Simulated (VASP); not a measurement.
Set up this calculation in VASP 6.6.1, as the native input.

```yaml
Task: single point
Functional: PBE
Potentials_or_basis: VASP PAW PBE potentials, release 64 (Ga_d, P, As)
Cutoff: 520 eV
k_mesh: 6 × 6 × 6
Occupations: gaussian, width 0.02 eV
Spin: no spin polarisation
Dipole_correction: no
Further_INCAR_settings: ALGO = Normal; EDIFF = 1e-07; NBANDS = 46
```

The structure of Ga4As3P lies in POSCAR:

```
Ga4As3P
1.0
    5.6829104563      0.0000000000      0.0000000000
    0.0000000000      5.6829104563      0.0000000000
    0.0000000000      0.0000000000      5.6829104563
Ga P As
4 1 3
Direct
    0.7453153016      0.7453153016      0.7453153016
    0.7453153016      0.2546846984      0.2546846984
    0.2546846984      0.7453153016      0.2546846984
    0.2546846984      0.2546846984      0.7453153016
    0.5000000000      0.5000000000      0.5000000000
    0.0000000000      0.0000000000      0.5000000000
    0.0000000000      0.5000000000      0.0000000000
    0.5000000000      0.0000000000      0.0000000000
```

One way to write it, as run:

INCAR

```
SYSTEM = Ga4As3P
ALGO = Normal ; EDIFF = 1E-7
ENCUT = 520 ; GGA = PE
ISIF = 2 ; ISMEAR = 0
LASPH = .True. ; LCHARG = .True.
LELF = .True. ; LREAL = .False.
LVHAR = .True. ; LWAVE = .False.
NBANDS = 46 ; NELM = 100
PREC = Accurate ; SIGMA = 0.02
```

KPOINTS

```
k-points
0
Gamma
  6 6 6
  0 0 0
```

Potentials or basis: VASP PAW PBE potentials, release 64 (Ga_d, P, As).

Launch:

```console
$ cat potpaw_PBE.64/Ga_d/POTCAR potpaw_PBE.64/P/POTCAR potpaw_PBE.64/As/POTCAR > POTCAR
$ mpirun -np 1 vasp_std > vasp.out
```

Results of the run:

```
Pressure               : 0.2 GPa
Largest force          : 0.005 eV/Å
Band gap on the k mesh : 0.49 eV, direct
```

Wall time 4.3 min on 1 thread of Intel(R) Xeon(R) Platinum 8124M CPU @ 3.00GHz (Skylake/Cascade Lake) (shared host), peak memory 0.34 GiB.
